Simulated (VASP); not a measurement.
# HgTe (I-4m2) in VASP: further runs

HgTe is run at these levels: PBE; tasks: single point.

Program: VASP 6.6.1. These are calculated values, not measurements. Logs are shortened: lines on timing, memory, paths and dates and some standing lists are left out, and cuts for length are marked.

### 1 The cell of the first run

It takes space group I-4m2 (No. 119, tetragonal). The conventional cell has a = 4.584 Å, b = 4.584 Å, c = 6.650 Å, α = 90.00°, β = 90.00°, γ = 90.00°. Hg (site symmetry -4m2) has 4 Te at 2.83 Å within 3.7 Å. Within 3.7 Å of Te (site symmetry -4m2) lie 4 Hg at 2.83 Å.

### 2 Single point, PBE (strain -0.025 along x and y, +0.000 along z)

INCAR reads:

```
SYSTEM = HgTe
ALGO = Normal
EDIFF = 1E-6
ENCUT = 520
GGA = PE
ISIF = 2
ISMEAR = 0
LASPH = .True.
LCHARG = .True.
LELF = .True.
LREAL = .False.
LVHAR = .True.
LWAVE = .False.
NBANDS = 16
NELM = 100
PREC = Accurate
SIGMA = 0.15
```

KPOINTS reads:

```
k-points
0
Gamma
  16 16 16
  0 0 0
```

POSCAR reads:

```
HgTe
1.0
    0.0000000000      3.2416781344      3.3247980866
    3.2416781344      0.0000000000      3.3247980866
    3.2416781344      3.2416781344      0.0000000000
Hg Te
1 1
Direct
    0.0000000000      0.0000000000      0.0000000000
    0.7500000000      0.7500000000      0.7500000000
```

Potentials or basis: VASP PAW PBE potentials, release 64 (Hg, Te).

Launch:

```sh
$ cat potpaw_PBE.64/Hg/POTCAR potpaw_PBE.64/Te/POTCAR > POTCAR
$ mpirun -np 1 vasp_std > vasp.out
```

OUTCAR:

```text
SYSTEM = HgTe
   EDIFF = 1E-6
   ENCUT = 520
   GGA = PE
   ISIF = 2
   ISMEAR = 0
   LASPH = .True.
   LREAL = .False.
   NELM = 100
   PREC = Accurate

 ion  position               nearest neighbor table
   1  0.000  0.000  0.000-   2 2.83   2 2.83   2 2.83   2 2.83
   2  0.750  0.750  0.750-   1 2.83   1 2.83   1 2.83   1 2.83

  LATTYP: Found a body centered tetragonal cell.
 ALAT       =     4.5844251825
 C/A-ratio  =     1.4504754486

  Lattice vectors:

 A1 = (  -3.2416781344,   0.0000000000,   3.3247980866)
 A2 = (   3.2416781344,   0.0000000000,   3.3247980866)
 A3 = (   0.0000000000,   3.2416781344,  -3.3247980866)

Analysis of symmetry for initial positions (statically):
=====================================================================
 Subroutine PRICEL returns:
 Original cell was already a primitive cell.

 Routine SETGRP: Setting up the symmetry group for a
 body centered tetragonal supercell.

 Subroutine GETGRP returns: Found  8 space group operations
 (whereof  8 operations were pure point group operations)
 out of a pool of 16 trial point group operations.

The static configuration has the point symmetry D_2d.

Analysis of symmetry for dynamics (positions and initial velocities):
=====================================================================
 Subroutine PRICEL returns:
 Original cell was already a primitive cell.

 Routine SETGRP: Setting up the symmetry group for a
 body centered tetragonal supercell.

 Subroutine GETGRP returns: Found  8 space group operations
 (whereof  8 operations were pure point group operations)
 out of a pool of 16 trial point group operations.

The dynamic configuration has the point symmetry D_2d.

 Subroutine INISYM returns: Found  8 space group operations
 (whereof  8 operations are pure point group operations),
 and found     1 'primitive' translations

----------------------------------------------------------------------------------------

                                     Primitive cell

  volume of cell :      69.8771

  direct lattice vectors                    reciprocal lattice vectors
     0.000000000  3.241678134  3.324798087    -0.154241100  0.154241100  0.150385072
     3.241678134  0.000000000  3.324798087     0.154241100 -0.154241100  0.150385072
     3.241678134  3.241678134  0.000000000     0.154241100  0.154241100 -0.150385072

  length of vectors
     4.643571841  4.643571841  4.584425183     0.264945850  0.264945850  0.264945850

  position of ions in fractional coordinates (direct lattice)
     0.000000000  0.000000000  0.000000000
     0.750000000  0.750000000  0.750000000

  ion indices of the primitive-cell ions
   primitive index   ion index
                 1           1
                 2           2

----------------------------------------------------------------------------------------

 KPOINTS: k-points

Automatic generation of k-mesh.
 Grid dimensions read from file:
 generate k-points for:   16   16   16

 Generating k-lattice:

  Cartesian coordinates                     Fractional coordinates (reciprocal lattice)
    -0.009640069  0.009640069  0.009399067     0.062500000  0.000000000  0.000000000
     0.009640069 -0.009640069  0.009399067     0.000000000  0.062500000  0.000000000
     0.009640069  0.009640069 -0.009399067    -0.000000000 -0.000000000  0.062500000

  Length of vectors
     0.016559116  0.016559116  0.016559116

  Shift w.r.t. Gamma in fractional coordinates (k-lattice)
     0.000000000  0.000000000  0.000000000

 Subroutine IBZKPT returns following result:
 ===========================================

 Found    349 irreducible k-points:

 Following reciprocal coordinates:
            Coordinates               Weight
  0.000000  0.000000  0.000000      1.000000
  0.062500 -0.000000  0.000000      8.000000
  0.125000 -0.000000  0.000000      8.000000
  0.187500 -0.000000  0.000000      8.000000
  0.250000 -0.000000  0.000000      8.000000
  0.312500 -0.000000  0.000000      8.000000
[... 16 lines left out ...]
 -0.125000  0.062500  0.000000      8.000000
 -0.062500  0.062500  0.000000      4.000000
 [... further k-points ...]
   k-points           NKPTS =    349   k-points in BZ     NKDIM =    349   number of bands    NBANDS=     16
   number of dos      NEDOS =    301   number of ions     NIONS =      2
   total plane-waves  NPLWV =  46656
   dimension x,y,z NGX =    36 NGY =   36 NGZ =   36
   dimension x,y,z NGXF=    72 NGYF=   72 NGZF=   72
   ions per type =               1   1
   NGX,Y,Z   is equivalent  to a cutoff of  12.89, 12.89, 13.05 a.u.
   NGXF,Y,Z  is equivalent  to a cutoff of  25.78, 25.78, 26.11 a.u.
 SYSTEM =  HgTe
   PREC   = accura    normal or accurate (medium, high low for compatibility)
   ISTART =      0    job   : 0-new  1-cont  2-samecut
   ICHARG =      2    charge: 1-file 2-atom 10-const
   ISPIN  =      1    spin polarized calculation?
   LNONCOLLINEAR =      F non collinear calculations
   LSORBIT =      F    spin-orbit coupling
   LASPH  =      T    aspherical Exc in radial PAW
   ENCUT  =  520.0 eV  38.22 Ry    6.18 a.u.   8.63  8.63  8.52*2*pi/ulx,y,z
   NELM   =    100;   NELMIN=  2; NELMDL= -5     # of ELM steps
   EDIFF  = 0.1E-05   stopping-criterion for ELM
   LREAL  =      F    real-space projection
   EDIFFG = 0.1E-04   stopping-criterion for IOM
   NSW    =      0    number of steps for IOM
   IBRION =     -1    ionic relax: 0-MD 1-quasi-New 2-CG
   NFREE  =      0    steps in history (QN), initial steepest desc. (CG)
   ISIF   =      2    stress and relaxation
   ISYM   =      2    0-nonsym 1-usesym 2-fastsym
   POTIM  = 0.5000    time-step for ionic-motion
   TEBEG  =    0.0;   TEEND  =   0.0 temperature during run
   PSTRESS=    0.0 pullay stress
   NELECT =      18.0000    total number of electrons
   NUPDOWN=      -1.0000    fix difference up-down
   EMIN   =  10.00;   EMAX   =-10.00  energy-range for DOS
   EFERMI =   0.00;   METHOD = LEGACY
   ISMEAR =     0;   SIGMA  =   0.15  broadening in eV -4-tet -1-fermi 0-gaus
   EFERMI_NEDOS =   21; number of points for ismear=-14 and -15
   IALGO  =     38    algorithm
   IMIX   =      4    mixing-type and parameters
     AMIX     =   0.40;   BMIX     =  1.00
     AMIX_MAG =   1.60;   BMIX_MAG =  1.00
  volume/ion in A,a.u.               =      34.94       235.78
  Fermi-wavevector in a.u.,A,eV,Ry     =   1.041647  1.968428 14.762714  1.085029
  Thomas-Fermi vector in A             =   2.176277
   LORBIT       =      0    0 simple, 1 ext, 2 COOP (PROOUT), +10 PAW based schemes
   GGA     = PE    functional components
   LHFCALC =     F    Hartree Fock is set to
   AEXX    =    0.0000 exact exchange contribution
   IVDW    =     0    specifies the selected vdW correction
   LEPSILON=     F    determine dielectric tensor
   LRPA    =     F    only Hartree local field effects (RPA)
 non-spin polarized calculation
 Gauss-broadening in eV      SIGMA  =   0.15
  energy-cutoff  :      520.00
  volume of cell :       69.88
 maximum number of plane-waves:      1907
   NGX = 17   NGY = 17   NGZ = 17

 number of electron      18.0000003 magnetization

 Free energy of the ion-electron system (eV)
  ---------------------------------------------------
  ext. energy  EPLUGINS =         0.00000000
  ---------------------------------------------------
  free energy    TOTEN  =        -3.62714958 eV

  energy without entropy =       -3.62688072  energy(sigma->0) =       -3.62701515

 E-fermi :   2.8781     XC(G=0):  -8.5883

 val. band max:        2.7664600039   @ k =   0.0000   0.0000   0.0000
 cond. band min:       3.0162858325   @ k =   0.0625  -0.0000   0.0000
 fundamental gap:      0.2498258286
 Fermi energy:         2.8781014920

 k-point     1 :       0.0000    0.0000    0.0000
  band No.  band energies     occupation
      1      -9.0061      2.00000
      2      -4.4220      2.00000
      3      -4.4159      2.00000
      4      -4.4159      2.00000
      5      -3.9373      2.00000
      6      -3.9216      2.00000
[... 8 lines left out ...]
     15      12.0639      0.00000
     16      12.4230      0.00000

 k-point     2 :       0.0625   -0.0000    0.0000
  band No.  band energies     occupation
      1      -8.9877      2.00000
      2      -4.4168      2.00000
      3      -4.4106      2.00000
      4      -4.4092      2.00000
      5      -3.9376      2.00000
      6      -3.9224      2.00000
[... 8 lines left out ...]
     15      11.7154      0.00000
     16      12.0053      0.00000

 k-point     3 :       0.1250   -0.0000    0.0000
  band No.  band energies     occupation
      1      -8.9344      2.00000
      2      -4.4020      2.00000
      3      -4.3958      2.00000
      4      -4.3870      2.00000
      5      -3.9382      2.00000
      6      -3.9243      2.00000
[... 8 lines left out ...]
     15      11.3619      0.00000
     16      11.5885      0.00000

 k-point     4 :       0.1875   -0.0000    0.0000
  band No.  band energies     occupation
      1      -8.8527      2.00000
      2      -4.3808      2.00000
      3      -4.3743      2.00000
      4      -4.3413      2.00000
      5      -3.9375      2.00000
      6      -3.9260      2.00000
[... 8 lines left out ...]
     15      11.1975      0.00000
     16      11.3349      0.00000
[... 324 lines left out ...]
 k-point    22 :      -0.1875    0.0625    0.0000
  band No.  band energies     occupation
      1      -8.8058      2.00000
      2      -4.3674      2.00000
      3      -4.3652      2.00000
      4      -4.3120      2.00000
      5      -3.9344      2.00000
      6      -3.9267      2.00000
[... 8 lines left out ...]
     15      10.9673      0.00000
     16      11.5005      0.00000

 k-point    23 :      -0.1250    0.0625    0.0000
  band No.  band energies     occupation
      1      -8.8939      2.00000
      2      -4.3894      2.00000
      3      -4.3893      2.00000
      4      -4.3661      2.00000
      5      -3.9315      2.00000
      6      -3.9311      2.00000
[... 8 lines left out ...]
     15      11.1532      0.00000
     16      11.4849      0.00000

 k-point    24 :      -0.0625    0.0625    0.0000
  band No.  band energies     occupation
      1      -8.9571      2.00000
      2      -4.4075      2.00000
      3      -4.4047      2.00000
      4      -4.3961      2.00000
      5      -3.9346      2.00000
      6      -3.9266      2.00000
[... 8 lines left out ...]
     15      11.5150      0.00000
     16      11.7310      0.00000

 [... further k-points ...]

------------------------ aborting loop because EDIFF is reached ----------------------------------------

  FORCE on cell =-STRESS in cart. coord.  units (eV):
  Direction    XX          YY          ZZ          XY          YZ          ZX
  --------------------------------------------------------------------------------------
  -------------------------------------------------------------------------------------
  Total        0.9426730      0.9426730      0.7848042      0.0000000      0.0000000      0.0000000
  in kB       21.6140715     21.6140715     17.9943781      0.0000000      0.0000000      0.0000000
  external PRESSURE =      20.4075071 kB  Pullay stress =       0.0000000 kB

 VOLUME and BASIS-vectors are now :
 -----------------------------------------------------------------------------
  energy-cutoff  :      520.00
  volume of cell :       69.88
      direct lattice vectors                 reciprocal lattice vectors
     0.000000000  3.241678134  3.324798087    -0.154241100  0.154241100  0.150385072
     3.241678134  0.000000000  3.324798087     0.154241100 -0.154241100  0.150385072
     3.241678134  3.241678134  0.000000000     0.154241100  0.154241100 -0.150385072

 POSITION                                       TOTAL-FORCE (eV/Angst)
 -----------------------------------------------------------------------------------
      0.00000      0.00000      0.00000         0.000000      0.000000      0.000000
      4.86252      4.86252      4.98720        -0.000000      0.000000     -0.000000
 -----------------------------------------------------------------------------------
    total drift:                                0.000000      0.000000     -0.000000

  FREE ENERGIE OF THE ION-ELECTRON SYSTEM (eV)
  ---------------------------------------------------
  free  energy   TOTEN  =        -3.6271495816 eV

  energy  without entropy=       -3.6268807246  energy(sigma->0) =       -3.62701515
```

Run time: 2.1 min. Hardware: 1 thread of Intel Xeon 6975P-C (Granite Rapids), shared host; peak memory 0.53 GiB.

What came out:

| Item | Value |
| --- | --- |
| Free energy | -3.6271 eV |
| Pressure | 2.0 GPa |
| Band gap on the k mesh | zero (filled and empty bands touch) |

Levels at points of the mesh, in eV from the Fermi level:
| k point | band 7 | band 8 | band 9 | band 10 | band 11 | band 12 |
| --- | --- | --- | --- | --- | --- | --- |
| (0.00, 0.00, 0.00) | -0.95 | -0.20 | -0.11 | -0.11 | 4.15 | 4.15 |
| (0.50, 0.00, 0.00) | -5.40 | -1.12 | -1.00 | 0.56 | 4.87 | 4.99 |
| (0.50, 0.50, 0.00) | -5.46 | -2.20 | -2.20 | 1.89 | 2.51 | 7.85 |
| (0.50, 0.00, 0.50) | -5.35 | -2.33 | -2.27 | 1.71 | 2.41 | 8.00 |

Caveat: the cell differs from its parent crystal (strain -0.025 along x and y, +0.000 along z); semilocal functionals underestimate gaps, and a narrow one can read as zero; spin-orbit coupling is left out, which moves the levels of the heavy elements.

(Part 1 of 2 ends here.)

The gap in the log of VASP goes by the Fermi energy; the results here count the filled bands.